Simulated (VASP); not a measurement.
# Pd (Fm-3m) in VASP: notebook

Pd is run at these levels: r2SCAN; tasks: single point.

Program: VASP 6.6.1. These are calculated values, not measurements. Logs are shortened: lines on timing, memory, paths and dates and some standing lists are left out, and cuts for length are marked.

### Step 1. The cell of the first run

The structure is cubic, space group Fm-3m (No. 225). Conventional cell: a = 3.914 Å, b = 3.914 Å, c = 3.914 Å, α = 90.00°, β = 90.00°, γ = 90.00°. Within 3.6 Å of Pd (site symmetry m-3m) lie 12 Pd at 2.77 Å.

### Step 2. Single point, r2SCAN, collinear spin, ferromagnetic start

POSCAR reads:

```
Pd
1.0
    0.0000000000      1.9567730079      1.9567730079
    1.9567730079      0.0000000000      1.9567730079
    1.9567730079      1.9567730079      0.0000000000
Pd
1
Direct
    0.0000000000      0.0000000000      0.0000000000
```

INCAR.step1 reads:

```
SYSTEM = Pd
ALGO = Normal
EDIFF = 1E-4
ENCUT = 520
GGA = PE
ISMEAR = -1
ISPIN = 2
LASPH = .True.
LCHARG = .False.
LMAXMIX = 4
LREAL = .False.
LWAVE = .True.
MAGMOM = 0.436
NBANDS = 15
NELM = 150
PREC = Accurate
SIGMA = 0.05
```

INCAR.step2 reads:

```
SYSTEM = Pd
ALGO = Normal
EDIFF = 1E-6
ENCUT = 520
ISIF = 2
ISMEAR = -1
ISPIN = 2
ISTART = 1
LASPH = .True.
LCHARG = .True.
LELF = .True.
LMAXMIX = 4
LMIXTAU = .True.
LORBIT = 11
LREAL = .False.
LVHAR = .True.
LWAVE = .False.
MAGMOM = 0.436
METAGGA = R2SCAN
NBANDS = 15
NELM = 150
PREC = Accurate
SIGMA = 0.05
```

KPOINTS reads:

```
k-points
0
Gamma
  7 7 7
  0 0 0
```

Potentials or basis: VASP PAW PBE potentials, release 64 (Pd).

On the command line:

```bash
$ cat potpaw_PBE.64/Pd/POTCAR > POTCAR
$ cp INCAR.step1 INCAR
$ mpirun -np 1 vasp_std > vasp.out
$ cp INCAR.step2 INCAR
$ mpirun -np 1 vasp_std > vasp.out
```

OUTCAR:

```text
SYSTEM = Pd
   EDIFF = 1E-6
   ENCUT = 520
   ISIF = 2
   ISMEAR = -1
   ISPIN = 2
   ISTART = 1
   LASPH = .True.
   LORBIT = 11
   LREAL = .False.
   METAGGA = R2SCAN
   NELM = 150
   PREC = Accurate

 ion  position               nearest neighbor table
   1  0.000  0.000  0.000-

  LATTYP: Found a face centered cubic cell.
 ALAT       =     3.9135460158

  Lattice vectors:

 A1 = (   0.0000000000,   1.9567730079,   1.9567730079)
 A2 = (   1.9567730079,   0.0000000000,   1.9567730079)
 A3 = (   1.9567730079,   1.9567730079,   0.0000000000)

Analysis of symmetry for initial positions (statically):
=====================================================================
 Subroutine PRICEL returns:
 Original cell was already a primitive cell.

 Routine SETGRP: Setting up the symmetry group for a
 face centered cubic supercell.

 Subroutine GETGRP returns: Found 48 space group operations
 (whereof 48 operations were pure point group operations)
 out of a pool of 48 trial point group operations.

The static configuration has the point symmetry O_h .

Analysis of symmetry for dynamics (positions and initial velocities):
=====================================================================
 Subroutine PRICEL returns:
 Original cell was already a primitive cell.

 Routine SETGRP: Setting up the symmetry group for a
 face centered cubic supercell.

 Subroutine GETGRP returns: Found 48 space group operations
 (whereof 48 operations were pure point group operations)
 out of a pool of 48 trial point group operations.

The dynamic configuration has the point symmetry O_h .

Analysis of structural, dynamic, and magnetic symmetry:
=====================================================================
 Subroutine PRICEL returns:
 Original cell was already a primitive cell.

 Routine SETGRP: Setting up the symmetry group for a
 face centered cubic supercell.

 Subroutine GETGRP returns: Found 48 space group operations
 (whereof 48 operations were pure point group operations)
 out of a pool of 48 trial point group operations.

The overall configuration has the point symmetry O_h .

 Subroutine INISYM returns: Found 48 space group operations
 (whereof 48 operations are pure point group operations),
 and found     1 'primitive' translations

----------------------------------------------------------------------------------------

                                     Primitive cell

  volume of cell :      14.9848

  direct lattice vectors                    reciprocal lattice vectors
     0.000000000  1.956773008  1.956773008    -0.255522740  0.255522740  0.255522740
     1.956773008  0.000000000  1.956773008     0.255522740 -0.255522740  0.255522740
     1.956773008  1.956773008  0.000000000     0.255522740  0.255522740 -0.255522740

  length of vectors
     2.767294926  2.767294926  2.767294926     0.442578368  0.442578368  0.442578368

  position of ions in fractional coordinates (direct lattice)
     0.000000000  0.000000000  0.000000000

  ion indices of the primitive-cell ions
   primitive index   ion index
                 1           1

----------------------------------------------------------------------------------------

 KPOINTS: k-points

Automatic generation of k-mesh.
 Grid dimensions read from file:
 generate k-points for:    7    7    7

 Generating k-lattice:

  Cartesian coordinates                     Fractional coordinates (reciprocal lattice)
    -0.036503249  0.036503249  0.036503249     0.142857143  0.000000000  0.000000000
     0.036503249 -0.036503249  0.036503249     0.000000000  0.142857143  0.000000000
     0.036503249  0.036503249 -0.036503249     0.000000000  0.000000000  0.142857143

  Length of vectors
     0.063225481  0.063225481  0.063225481

  Shift w.r.t. Gamma in fractional coordinates (k-lattice)
     0.000000000  0.000000000  0.000000000

 Subroutine IBZKPT returns following result:
 ===========================================

 Found     20 irreducible k-points:

 Following reciprocal coordinates:
            Coordinates               Weight
  0.000000  0.000000  0.000000      1.000000
  0.142857  0.000000  0.000000      8.000000
  0.285714  0.000000  0.000000      8.000000
  0.428571  0.000000  0.000000      8.000000
  0.142857  0.142857  0.000000      6.000000
  0.285714  0.142857  0.000000     24.000000
[... 12 lines left out ...]
 -0.428571  0.428571  0.142857     24.000000
 -0.285714  0.428571  0.142857     24.000000
   k-points           NKPTS =     20   k-points in BZ     NKDIM =     20   number of bands    NBANDS=     15
   number of dos      NEDOS =    301   number of ions     NIONS =      1
   total plane-waves  NPLWV =  13824
   dimension x,y,z NGX =    24 NGY =   24 NGZ =   24
   dimension x,y,z NGXF=    48 NGYF=   48 NGZF=   48
   ions per type =               1
   NGX,Y,Z   is equivalent  to a cutoff of  14.42, 14.42, 14.42 a.u.
   NGXF,Y,Z  is equivalent  to a cutoff of  28.84, 28.84, 28.84 a.u.
 SYSTEM =  Pd
   PREC   = accura    normal or accurate (medium, high low for compatibility)
   ISTART =      1    job   : 0-new  1-cont  2-samecut
   ICHARG =      0    charge: 1-file 2-atom 10-const
   ISPIN  =      2    spin polarized calculation?
   LNONCOLLINEAR =      F non collinear calculations
   LSORBIT =      F    spin-orbit coupling
   LASPH  =      T    aspherical Exc in radial PAW
   ENCUT  =  520.0 eV  38.22 Ry    6.18 a.u.   5.15  5.15  5.15*2*pi/ulx,y,z
   NELM   =    150;   NELMIN=  2; NELMDL=  0     # of ELM steps
   EDIFF  = 0.1E-05   stopping-criterion for ELM
   LREAL  =      F    real-space projection
   EDIFFG = 0.1E-04   stopping-criterion for IOM
   NSW    =      0    number of steps for IOM
   IBRION =     -1    ionic relax: 0-MD 1-quasi-New 2-CG
   NFREE  =      0    steps in history (QN), initial steepest desc. (CG)
   ISIF   =      2    stress and relaxation
   ISYM   =      2    0-nonsym 1-usesym 2-fastsym
   POTIM  = 0.5000    time-step for ionic-motion
   TEBEG  =    0.0;   TEEND  =   0.0 temperature during run
   PSTRESS=    0.0 pullay stress
   NELECT =      10.0000    total number of electrons
   NUPDOWN=      -1.0000    fix difference up-down
   EMIN   =  10.00;   EMAX   =-10.00  energy-range for DOS
   EFERMI =   0.00;   METHOD = LEGACY
   ISMEAR =    -1;   SIGMA  =   0.05  broadening in eV -4-tet -1-fermi 0-gaus
   EFERMI_NEDOS =   21; number of points for ismear=-14 and -15
   IALGO  =     38    algorithm
   IMIX   =      4    mixing-type and parameters
     AMIX     =   0.40;   BMIX     =  1.00
     AMIX_MAG =   1.60;   BMIX_MAG =  1.00
  volume/ion in A,a.u.               =      14.98       101.12
  Fermi-wavevector in a.u.,A,eV,Ry     =   1.430620  2.703480 27.846696  2.046674
  Thomas-Fermi vector in A             =   2.550446
   LORBIT       =     11    0 simple, 1 ext, 2 COOP (PROOUT), +10 PAW based schemes
   METAGGA = R2SCAN    functional components
   LHFCALC =     F    Hartree Fock is set to
   AEXX    =    0.0000 exact exchange contribution
   IVDW    =     0    specifies the selected vdW correction
   LEPSILON=     F    determine dielectric tensor
   LRPA    =     F    only Hartree local field effects (RPA)
 spin polarized calculation
  energy-cutoff  :      520.00
  volume of cell :       14.98
 maximum number of plane-waves:       415
 NGX is ok and might be reduce to    24
   NGX = 11   NGY = 11   NGZ = 11

 number of electron       9.9999999 magnetization       0.3778243

 Free energy of the ion-electron system (eV)
  ---------------------------------------------------
  ext. energy  EPLUGINS =         0.00000000
  ---------------------------------------------------
  free energy    TOTEN  =       -22.98957733 eV

  energy without entropy =      -22.97881385  energy(sigma->0) =      -22.98419559

 E-fermi :   9.5117     XC(G=0): -13.9927

 val. band max:        9.4469940710   @ k =   0.4286   0.0000   0.0000
 cond. band min:       9.5242941240   @ k =  -0.4286   0.2857   0.0000
 fundamental gap:      0.0773000530
 Fermi energy:         9.5116914878

 spin component 1

 k-point     1 :       0.0000    0.0000    0.0000
  band No.  band energies     occupation
      1       2.3195      1.00000
      2       6.3116      1.00000
      3       6.3116      1.00000
      4       6.3116      1.00000
      5       7.9699      1.00000
      6       7.9699      1.00000
      7      27.3720      0.00000
      8      31.4935      0.00000
      9      32.2551      0.00000
     10      32.2551      0.00000
     11      32.2551      0.00000
     12      37.7493      0.00000
     13      40.7925      0.00000
     14      40.7925      0.00000
     15      40.7925      0.00000
[... 325 lines left out ...]
 k-point    20 :      -0.2857    0.4286    0.1429
  band No.  band energies     occupation
      1       4.9449      1.00000
      2       5.4404      1.00000
      3       6.3062      1.00000
      4       7.9444      1.00000
      5       9.1814      0.99865
      6      17.4201      0.00000
      7      18.0793      0.00000
      8      20.6122      0.00000
      9      23.5685      0.00000
     10      31.5224      0.00000
     11      33.4991      0.00000
     12      37.3568      0.00000
     13      40.0362      0.00000
     14      43.4206      0.00000
     15      43.4322      0.00000
 Fermi energy:         9.5116914878

 spin component 2

 k-point     1 :       0.0000    0.0000    0.0000
  band No.  band energies     occupation
      1       2.2756      1.00000
      2       6.7726      1.00000
      3       6.7726      1.00000
      4       6.7726      1.00000
      5       8.2535      1.00000
      6       8.2535      1.00000
      7      27.3428      0.00000
      8      32.2373      0.00000
      9      32.2373      0.00000
     10      32.2373      0.00000
     11      32.5398      0.00000
     12      37.7190      0.00000
     13      40.8937      0.00000
     14      40.8937      0.00000
     15      40.8937      0.00000
[... 325 lines left out ...]
 k-point    20 :      -0.2857    0.4286    0.1429
  band No.  band energies     occupation
      1       5.1472      1.00000
      2       5.7691      1.00000
      3       6.6878      1.00000
      4       8.2105      1.00000
      5       9.7252      0.01379
      6      17.5359      0.00000
      7      18.1968      0.00000
      8      20.7263      0.00000
      9      23.6381      0.00000
     10      32.5620      0.00000
     11      33.5559      0.00000
     12      37.3929      0.00000
     13      40.1881      0.00000
     14      43.9455      0.00000
     15      44.0246      0.00000

------------------------ aborting loop because EDIFF is reached ----------------------------------------

  FORCE on cell =-STRESS in cart. coord.  units (eV):
  Direction    XX          YY          ZZ          XY          YZ          ZX
  --------------------------------------------------------------------------------------
  -------------------------------------------------------------------------------------
  Total        0.0723100      0.0723100      0.0723100     -0.0000000      0.0000000      0.0000000
  in kB        7.7313868      7.7313868      7.7313868     -0.0000000      0.0000000      0.0000000
  external PRESSURE =       7.7313868 kB  Pullay stress =       0.0000000 kB

 VOLUME and BASIS-vectors are now :
 -----------------------------------------------------------------------------
  energy-cutoff  :      520.00
  volume of cell :       14.98
      direct lattice vectors                 reciprocal lattice vectors
     0.000000000  1.956773008  1.956773008    -0.255522740  0.255522740  0.255522740
     1.956773008  0.000000000  1.956773008     0.255522740 -0.255522740  0.255522740
     1.956773008  1.956773008  0.000000000     0.255522740  0.255522740 -0.255522740

 POSITION                                       TOTAL-FORCE (eV/Angst)
 -----------------------------------------------------------------------------------
      0.00000      0.00000      0.00000         0.000000      0.000000      0.000000
 -----------------------------------------------------------------------------------
    total drift:                               -0.000000     -0.000000     -0.000000

  FREE ENERGIE OF THE ION-ELECTRON SYSTEM (eV)
  ---------------------------------------------------
  free  energy   TOTEN  =       -22.9895773262 eV

  energy  without entropy=      -22.9788138483  energy(sigma->0) =      -22.98419559

 total charge

# of ion       s       p       d       tot
------------------------------------------
    1        0.503   0.435   8.516   9.454

 magnetization (x)

# of ion       s       p       d       tot
------------------------------------------
    1       -0.005  -0.017   0.407   0.385
```

Run time: 42 s. Hardware: 1 thread of AMD EPYC 7R13 (Zen 3), shared host; peak memory 0.13 GiB.

What came out:

| Property | Result |
| --- | --- |
| Free energy | -22.9896 eV |
| Pressure | 0.8 GPa |
| Net moment | 0.38 μB per cell |
| Site moments | Pd +0.39 μB |
| Valence electrons inside the program's atomic spheres | Pd 9.45 |

Caveat: the k points lie up to 0.40 Å⁻¹ apart; the PAW data sets were made with another functional, which shifts forces and pressure a little.

### Step 3. Single point, r2SCAN, collinear spin, ferromagnetic start

POSCAR is that of step 2.

INCAR.step1 reads:

```
SYSTEM = Pd
ALGO = Normal ; EDIFF = 1E-4
ENCUT = 520 ; GGA = PE
ISMEAR = -1 ; ISPIN = 2
LASPH = .TRUE. ; LCHARG = .FALSE.
LMAXMIX = 4 ; LREAL = .FALSE.
LWAVE = .TRUE. ; MAGMOM = 0.436
NBANDS = 15 ; NELM = 150
PREC = Accurate ; SIGMA = 0.05
```

INCAR.step2 reads:

```
SYSTEM = Pd
ALGO = Normal ; EDIFF = 1E-6
ENCUT = 520 ; ISIF = 2
ISMEAR = -1 ; ISPIN = 2
ISTART = 1 ; LASPH = .TRUE.
LCHARG = .FALSE. ; LMAXMIX = 4
LMIXTAU = .TRUE. ; LORBIT = 11
LREAL = .FALSE. ; LWAVE = .FALSE.
MAGMOM = 0.436 ; METAGGA = R2SCAN
NBANDS = 15 ; NELM = 150
PREC = Accurate ; SIGMA = 0.05
```

KPOINTS reads:

```
k-points
0
G
  8 8 8
  0 0 0
```

Potentials or basis: VASP PAW PBE potentials, release 64 (Pd).

On the command line:

```bash
$ cat potpaw_PBE.64/Pd/POTCAR > POTCAR
$ cp INCAR.step1 INCAR
$ mpirun -np 1 vasp_std > vasp.out
$ cp INCAR.step2 INCAR
$ mpirun -np 1 vasp_std > vasp.out
```

Wall time 1.7 min (1 thread of AMD EPYC 7R13 (Zen 3), shared host); peak memory 0.13 GiB.

The run converged. Its results:

| Item | Value |
| --- | --- |
| Free energy | -22.9373 eV |
| Pressure | 0.6 GPa |
| Band gap on the k mesh | zero (filled and empty bands overlap) |
| Net moment | 0.00 μB per cell |
| Valence electrons inside the program's atomic spheres | Pd 9.45 |

Levels at points of the mesh, in eV from the Fermi level:
Spin up:
```csv
k point,band 3,band 4,band 5,band 6,band 7,band 8
"(0.00, 0.00, 0.00)",-2.92,-2.92,-1.34,-1.34,17.91,22.53
"(0.50, 0.00, 0.00)",-2.99,-0.11,-0.11,1.22,7.50,17.29
"(0.50, 0.50, 0.00)",-0.16,0.23,0.23,3.57,11.05,13.74
```
Spin down:
```
           k point  band 3  band 4  band 5  band 6  band 7  band 8
(0.00, 0.00, 0.00)   -2.92   -2.92   -1.34   -1.34   17.91   22.54
(0.50, 0.00, 0.00)   -2.99   -0.10   -0.10    1.22    7.50   17.29
(0.50, 0.50, 0.00)   -0.16    0.23    0.23    3.57   11.05   13.74
```

Caveat: the PAW data sets were made with another functional, which shifts forces and pressure a little.

(Continued in part 2 of 2.)
